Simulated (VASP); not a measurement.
The system is LaO6.

```
La O
1.0
     4.69302    0.00000    0.00000
     0.00000    4.69302    0.00000
     0.00000    0.00000    4.69302
La O
1 6
Direct
  0.00000 0.00000 0.00000
  0.85956 0.50000 0.50000
  0.14044 0.50000 0.50000
  0.50000 0.50000 0.85956
  0.50000 0.50000 0.14044
  0.50000 0.14044 0.50000
  0.50000 0.85956 0.50000
```

Base run:

* Program: VASP 6.6.1
* Functional: PBE
* Potentials or basis: VASP PAW PBE potentials, release 64 (La, O_h)
* Cutoff: 910 eV
* k mesh: 8 × 8 × 8
* Occupations: gaussian, width 0.1 eV
* Spin: no spin polarisation

Its results: pressure -0.5 GPa; largest force 0.008 eV/Å.

Task: The run is repeated on the same cell with these changes: potentials or basis from VASP PAW PBE potentials, release 64 (La, O_h) to VASP PAW PBE potentials, release 64 (La, O); cutoff from 910 eV to 520 eV; further incar settings from ALGO = Normal; EDIFF = 1e-06; NBANDS = 32 to ALGO = Normal; EDIFF = 1e-07; NBANDS = 32. What comes out?

Result: Pressure 0.8 GPa; largest force 0.508 eV/Å.

Caveats: an odd number of electrons without spin polarisation forces a metal; a magnetic or distorted state may lie lower; the cutoff is under 1.25 times the usual one of these potentials, so pressure, stress and relaxed cells hold a basis-set (Pulay) error (some runs).
